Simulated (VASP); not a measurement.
# SiSbTe3 (P-6m2) in VASP: relaxation of cell and atoms with PBE

Aim: the relaxation of cell and atoms of SiSbTe3 with PBE.

All numbers are computed with VASP 6.6.1; they aren't measurements. Logs are shortened: lines on timing, memory, paths and dates and some standing lists are left out, and cuts for length are marked.

### 1 The cell of the first run

It takes space group P-6m2 (No. 187, hexagonal). Conventional cell: a = 5.067 Å, b = 5.067 Å, c = 6.081 Å, α = 90.00°, β = 90.00°, γ = 120.00°. Si (site symmetry -6m2) has 8 Te at 3.04 to 3.30 Å within 4.0 Å. Within 3.9 Å of Sb (site symmetry -6m2) lie 9 Te at 2.93 to 3.29 Å. Within 4.0 Å of Te (site symmetry 3m) lie 5 Te at 3.03 to 3.29 Å and 3 Sb at 3.29 Å and 3 Si at 3.30 Å. Within 3.9 Å of Te (site symmetry -6m2) lie 3 Sb at 2.93 Å and 2 Si at 3.04 Å and 6 Te at 3.29 Å.

The cell was generated, and may not be a known phase.

### 2 Relaxation of cell and atoms, PBE

Contents of INCAR:

```
SYSTEM = SiSbTe3
PREC     = Accurate       ! precision mode
ENCUT    = 600            ! plane-wave cutoff, eV
EDIFF    = 1E-6           ! SCF threshold, eV
ISMEAR   = 0              ! smearing method
SIGMA    = 0.1            ! smearing width, eV
LREAL    = .False.        ! projectors in reciprocal space
LASPH    = .True.         ! aspherical terms in the spheres
NELM     = 60             ! most SCF steps
ALGO     = Normal         ! electronic algorithm
ISIF     = 3              ! what is computed and relaxed
LWAVE    = .False.        ! write WAVECAR
LCHARG   = .False.        ! write CHGCAR
GGA      = PE             ! functional
IBRION   = 2              ! ionic algorithm
NSW      = 90             ! ionic steps
EDIFFG   = -0.04          ! ionic threshold
```

Contents of KPOINTS:

```
regular mesh
0
Gamma
  6 6 4
  0 0 0
```

Contents of POSCAR:

```
SiSbTe3
1.0
    5.0668498100      0.0000000000      0.0000000000
   -2.5334249000      4.3880206500      0.0000000000
    0.0000000000      0.0000000000      6.0812401700
Si Sb Te
1 1 3
Direct
    0.0000000000      0.0000000000      0.5000000000
    0.3333333300      0.6666666700      0.0000000000
    0.6666666700      0.3333333300      0.2489190000
    0.6666666700      0.3333333300      0.7510810000
    0.0000000000      0.0000000000      0.0000000000
```

Potentials or basis: VASP PAW PBE potentials, release 64 (Si, Sb, Te).

Run with:

```bash
cat potpaw_PBE.64/Si/POTCAR potpaw_PBE.64/Sb/POTCAR potpaw_PBE.64/Te/POTCAR > POTCAR
mpirun -np 1 vasp_std > vasp.out
```

OUTCAR:

```text
SYSTEM = SiSbTe3
   PREC = Accurate
   ENCUT = 600
   EDIFF = 1E-6
   ISMEAR = 0
   LREAL = .False.
   LASPH = .True.
   NELM = 60
   ISIF = 3
   GGA = PE
   IBRION = 2
   NSW = 90
   EDIFFG = -0.04

 ion  position               nearest neighbor table
   1  0.000  0.000  0.500-   5 3.04   5 3.04   3 3.30   4 3.30   3 3.30   4 3.30   3 3.30   4 3.30

   2  0.333  0.667  0.000-   5 2.93   5 2.93   5 2.93   3 3.29   4 3.29   3 3.29   4 3.29   3 3.29
                             4 3.29
   3  0.667  0.333  0.249-   4 3.03   4 3.05   5 3.29   2 3.29   2 3.29   5 3.29   5 3.29   2 3.29
                             1 3.30   1 3.30   1 3.30
   4  0.667  0.333  0.751-   3 3.03   3 3.05   5 3.29   2 3.29   2 3.29   5 3.29   5 3.29   2 3.29
                             1 3.30   1 3.30   1 3.30
   5  0.000  0.000  0.000-   2 2.93   2 2.93   2 2.93   1 3.04   1 3.04   3 3.29   4 3.29   4 3.29
                             3 3.29   4 3.29   3 3.29

  LATTYP: Found a hexagonal cell.
 ALAT       =     5.0668498100
 C/A-ratio  =     1.2002013871

  Lattice vectors:

 A1 = (   5.0668498100,   0.0000000000,   0.0000000000)
 A2 = (  -2.5334249000,   4.3880206500,   0.0000000000)
 A3 = (   0.0000000000,   0.0000000000,   6.0812401700)

Analysis of symmetry for initial positions (statically):
=====================================================================
 Subroutine PRICEL returns:
 Original cell was already a primitive cell.

 Routine SETGRP: Setting up the symmetry group for a
 hexagonal supercell.

 Subroutine GETGRP returns: Found 12 space group operations
 (whereof 12 operations were pure point group operations)
 out of a pool of 24 trial point group operations.

The static configuration has the point symmetry D_3h.

Analysis of symmetry for dynamics (positions and initial velocities):
=====================================================================
 Subroutine PRICEL returns:
 Original cell was already a primitive cell.

 Routine SETGRP: Setting up the symmetry group for a
 hexagonal supercell.

 Subroutine GETGRP returns: Found 12 space group operations
 (whereof 12 operations were pure point group operations)
 out of a pool of 24 trial point group operations.

The dynamic configuration has the point symmetry D_3h.

 Subroutine INISYM returns: Found 12 space group operations
 (whereof 12 operations are pure point group operations),
 and found     1 'primitive' translations

----------------------------------------------------------------------------------------

                                     Primitive cell

  volume of cell :     135.2069

  direct lattice vectors                    reciprocal lattice vectors
     5.066849810  0.000000000  0.000000000     0.197361287  0.113946592  0.000000000
[... 82 lines left out ...]
   ISPIN  =      1    spin polarized calculation?
   LNONCOLLINEAR =      F non collinear calculations
   LSORBIT =      F    spin-orbit coupling
   LASPH  =      T    aspherical Exc in radial PAW
   ENCUT  =  600.0 eV  44.10 Ry    6.64 a.u.  10.12 10.12 12.15*2*pi/ulx,y,z
   NELM   =     60;   NELMIN=  2; NELMDL= -5     # of ELM steps
   EDIFF  = 0.1E-05   stopping-criterion for ELM
   LREAL  =      F    real-space projection
   EDIFFG = -.4E-01   stopping-criterion for IOM
   NSW    =     90    number of steps for IOM
   IBRION =      2    ionic relax: 0-MD 1-quasi-New 2-CG
   NFREE  =      1    steps in history (QN), initial steepest desc. (CG)
   ISIF   =      3    stress and relaxation
   ISYM   =      2    0-nonsym 1-usesym 2-fastsym
   POTIM  = 0.5000    time-step for ionic-motion
   TEBEG  =    0.0;   TEEND  =   0.0 temperature during run
   PSTRESS=    0.0 pullay stress
   NELECT =      27.0000    total number of electrons
   NUPDOWN=      -1.0000    fix difference up-down
   EMIN   =  10.00;   EMAX   =-10.00  energy-range for DOS
   EFERMI =   0.00;   METHOD = LEGACY
   ISMEAR =     0;   SIGMA  =   0.10  broadening in eV -4-tet -1-fermi 0-gaus
   EFERMI_NEDOS =   21; number of points for ismear=-14 and -15
   IALGO  =     38    algorithm
   IMIX   =      4    mixing-type and parameters
     AMIX     =   0.40;   BMIX     =  1.00
     AMIX_MAG =   1.60;   BMIX_MAG =  1.00
  volume/ion in A,a.u.               =      27.04       182.48
  Fermi-wavevector in a.u.,A,eV,Ry     =   0.956892  1.808265 12.458082  0.915643
  Thomas-Fermi vector in A             =   2.085861
   LORBIT       =      0    0 simple, 1 ext, 2 COOP (PROOUT), +10 PAW based schemes
   GGA     = PE    functional components
   LHFCALC =     F    Hartree Fock is set to
   AEXX    =    0.0000 exact exchange contribution
   IVDW    =     0    specifies the selected vdW correction
   LEPSILON=     F    determine dielectric tensor
   LRPA    =     F    only Hartree local field effects (RPA)
 conjugate gradient relaxation of ions
 non-spin polarized calculation
 Gauss-broadening in eV      SIGMA  =   0.10
  energy-cutoff  :      600.00
  volume of cell :      135.21
 maximum number of plane-waves:      4536
   NGX = 21   NGY = 21   NGZ = 25

--------------------------------------- Ionic step        1  -------------------------------------------

 number of electron      26.9999999 magnetization

 Free energy of the ion-electron system (eV)
  ---------------------------------------------------
  ext. energy  EPLUGINS =         0.00000000
  ---------------------------------------------------
  free energy    TOTEN  =       -15.61530520 eV

  energy without entropy =      -15.59722243  energy(sigma->0) =      -15.60626382

------------------------ aborting loop because EDIFF is reached ----------------------------------------

  FORCE on cell =-STRESS in cart. coord.  units (eV):
  Direction    XX          YY          ZZ          XY          YZ          ZX
  --------------------------------------------------------------------------------------
  -------------------------------------------------------------------------------------
  Total        7.5568280      7.5568279      3.2686558      0.0000000      0.0000000      0.0000000
  in kB       89.5470468     89.5470467     38.7329814      0.0000001      0.0000000      0.0000000
  external PRESSURE =      72.6090250 kB  Pullay stress =       0.0000000 kB
[... 221 lines left out ...]
--------------------------------------- Ionic step        7  -------------------------------------------

 number of electron      26.9999999 magnetization

 Free energy of the ion-electron system (eV)
  ---------------------------------------------------
  ext. energy  EPLUGINS =         0.00000000
  ---------------------------------------------------
  free energy    TOTEN  =       -16.15261223 eV

  energy without entropy =      -16.13042946  energy(sigma->0) =      -16.14152084

 E-fermi :   6.2390     XC(G=0):  -9.2814

 val. band max:        6.2217252668   @ k =   0.3333   0.1667   0.5000
 cond. band min:       6.2531295196   @ k =   0.3333   0.3333   0.5000
 fundamental gap:      0.0314042528
 Fermi energy:         6.2389898885

 k-point     1 :       0.0000    0.0000    0.0000
  band No.  band energies     occupation
      1      -7.1927      2.00000
      2      -4.6538      2.00000
      3      -3.8476      2.00000
      4      -1.7215      2.00000
      5      -0.2804      2.00000
      6       2.0553      2.00000
[... 441 lines left out ...]
  FREE ENERGIE OF THE ION-ELECTRON SYSTEM (eV)
  ---------------------------------------------------
  free  energy   TOTEN  =       -16.1526122253 eV

  energy  without entropy=      -16.1304294624  energy(sigma->0) =      -16.14152084

 reached required accuracy - stopping structural energy minimisation
```

OSZICAR:

```text
N       E                     dE             d eps       ncg     rms          rms(c)
DAV:   1     0.129887166825E+03    0.12989E+03   -0.10595E+04   714   0.141E+03
DAV:   2    -0.708116914567E+01   -0.13697E+03   -0.13554E+03   974   0.194E+02
DAV:   3    -0.154267242374E+02   -0.83456E+01   -0.82156E+01   884   0.522E+01
[... 65 lines left out ...]
DAV:   2    -0.161533771110E+02    0.23528E-02   -0.25937E-02   923   0.840E-01    0.225E-01
DAV:   3    -0.161528413191E+02    0.53579E-03   -0.22690E-03   862   0.249E-01    0.884E-02
DAV:   4    -0.161526287402E+02    0.21258E-03   -0.33017E-04   864   0.961E-02    0.380E-02
DAV:   5    -0.161526114228E+02    0.17317E-04   -0.73728E-05   886   0.444E-02    0.242E-02
DAV:   6    -0.161526122253E+02   -0.80250E-06   -0.48862E-06   766   0.128E-02
   7 F= -.16152612E+02 E0= -.16141521E+02  d E =-.386544E-02
```

CONTCAR:

```text
SiSbTe3
   1.00000000000000
     5.3528965540323892    0.0000000003233653   -0.0000000000000000
    -2.6764482714538791    4.6357443963987341    0.0000000000000000
    -0.0000000000000000    0.0000000000000000    6.1537807890052729
  Si              Sb              Te
     1     1     3
Direct
     0.0000000000000000    0.0000000000000000    0.5000000000000000
     0.3333333300000021    0.6666666699999979    0.0000000000000000
     0.6666666699999979    0.3333333300000021    0.2663708353584849
     0.6666666699999979    0.3333333300000021    0.7336291646415151
     0.0000000000000000    0.0000000000000000    0.0000000000000000

  0.00000000E+00  0.00000000E+00  0.00000000E+00
  0.00000000E+00  0.00000000E+00  0.00000000E+00
  0.00000000E+00  0.00000000E+00  0.00000000E+00
  0.00000000E+00  0.00000000E+00  0.00000000E+00
  0.00000000E+00  0.00000000E+00  0.00000000E+00
```

Wall time 5.5 min (1 thread of AMD EPYC 7R43 (Zen 3), shared host); peak memory 0.28 GiB.

Results:

- Free energy: -16.1526 eV
- Relaxed volume: 30.54 Å³/atom
- Relaxed cell: a = 5.353 Å, b = 5.353 Å, c = 6.154 Å, α = 90.00°, β = 90.00°, γ = 120.00°
- Space group after relaxing (to 0.1 Å): P-6m2 (No. 187)
- Energy gained by relaxing: 107.5 meV/atom
- Ionic steps: 7
- Pressure after relaxing: -0.1 GPa
- Largest force after relaxing: 0.023 eV/Å
- Band gap on the k mesh: zero (an odd number of electrons rules out a gap without spin polarisation)

Forces in eV/Å, atoms in the order of the input:
```
Si   0.000  0.000  0.000
Sb   0.000  0.000  0.000
Te   0.000  0.000  0.023
Te   0.000  0.000 -0.023
Te   0.000  0.000  0.000
```

The path:
```tsv
step	energy change (eV)	largest force (eV/Å)	pressure (GPa)	volume (Å³)
1	0.0000	1.3560	7.26	135.21
2	-0.4601	0.4006	-2.14	160.55
3	-0.4920	0.5460	-0.67	154.50
4	-0.5307	0.2169	-0.15	152.78
5	-0.5334	0.0801	0.04	152.23
6	-0.5348	0.0618	0.02	152.35
7	-0.5373	0.0226	-0.06	152.70
```

Final structure:
```yaml
crystal:
  lattice:
    - [5.35290, 0.00000, 0.00000]
    - [-2.67645, 4.63574, 0.00000]
    - [0.00000, 0.00000, 6.15378]
  atoms:
    - { symbol: Si, position: [0.00000, 0.00000, 0.50000] }
    - { symbol: Sb, position: [0.33333, 0.66667, 0.00000] }
    - { symbol: Te, position: [0.66667, 0.33333, 0.26637] }
    - { symbol: Te, position: [0.66667, 0.33333, 0.73363] }
    - { symbol: Te, position: [0.00000, 0.00000, 0.00000] }
```

Caveat: spin-orbit coupling is left out, which moves the levels of the heavy elements; an odd number of electrons without spin polarisation forces a metal; a magnetic or distorted state may lie lower.

The gap in the log of VASP goes by the Fermi energy; the results here count the filled bands.